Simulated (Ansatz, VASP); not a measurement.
**Two plane-wave programs on Cu**

The input POSCAR:

```
Cu
1.0
   -1.4471553690      1.4337440392      1.3601266570
    1.4472463215     -1.4399025159      1.3666790560
    1.4638359032      1.4565830501     -1.3665836942
Cu
1
Direct
   -0.0017728543     -0.0219278576      0.0249258529
```

INCAR.step1

```
SYSTEM = Cu
  PREC = Accurate
  ENCUT = 520
  ISMEAR = 0
  SIGMA = 0.1
  LREAL = .FALSE.
  LASPH = .TRUE.
  NELM = 100
  NBANDS = 12
  GGA = PE
  ALGO = Normal
  EDIFF = 1E-4
  LWAVE = .TRUE.
  LCHARG = .FALSE.
```

File INCAR.step2:

```
SYSTEM = Cu
  PREC = Accurate
  ENCUT = 520
  EDIFF = 1E-6
  ISMEAR = 0
  SIGMA = 0.1
  LREAL = .FALSE.
  LASPH = .TRUE.
  NELM = 100
  ALGO = Normal
  ISIF = 2
  LWAVE = .FALSE.
  LCHARG = .FALSE.
  METAGGA = R2SCAN
  LMIXTAU = .TRUE.
  NBANDS = 12
  ISTART = 1
```

File KPOINTS:

```
regular mesh
0
G
  8 8 8
  0 0 0
```

Input for Ansatz:

```yaml
crystal:
  lattice:
    - [-1.447155369, 1.4337440392, 1.360126657]
    - [1.4472463215, -1.4399025159, 1.366679056]
    - [1.4638359032, 1.4565830501, -1.3665836942]
  atoms:
    - { symbol: Cu, position: [-0.0017728543, -0.0219278576, 0.0249258529] }
basis:
  ecutwfc: 500
kpoints:
  mp_grid: { grid: [8, 8, 8] }
hamiltonian:
  xc: r2scan
scf:
  occupations: { method: gaussian, width: 0.1 }
output:
  forces: true
  stress: true
  eigenvalues: true
```

Change from the starting cell: kmesh displaced: [8, 8, 8] Gamma-centred.

Alike in both runs: task single point; functional r2SCAN; k mesh 8 × 8 × 8; occupations gaussian, width 0.1 eV; no spin polarisation.

```csv
,VASP,Ansatz
version,VASP 6.6.1,Ansatz 0.2.0
potentials or method,"VASP PAW PBE potentials, release 64 (Cu), cutoff 520 eV","scalar-relativistic, plane waves, PAW"
valence electrons in the cell,11,19
```

Ansatz gave:

| Property | Result |
| --- | --- |
| gap on the k mesh at the Fermi level (eV) | none |
| pressure (GPa) | 0.4 |
| traceless stress, the component that is largest in VASP (GPa) | -1.02 |

Q: Which values does VASP return?

A: gap on the k mesh at the Fermi level (eV): none; pressure (GPa): 1.1; traceless stress, the component that is largest in VASP (GPa): -1.06.

VASP's potentials were made for PBE, not for r2SCAN. A gap of «none» marks a metal or a gap that the smearing closes. VASP's potentials hold 11 valence electrons a cell and Ansatz's 19, so a difference there can come from the potentials and not from the codes.

The k mesh is coarse, so the values compare programs but aren't converged.
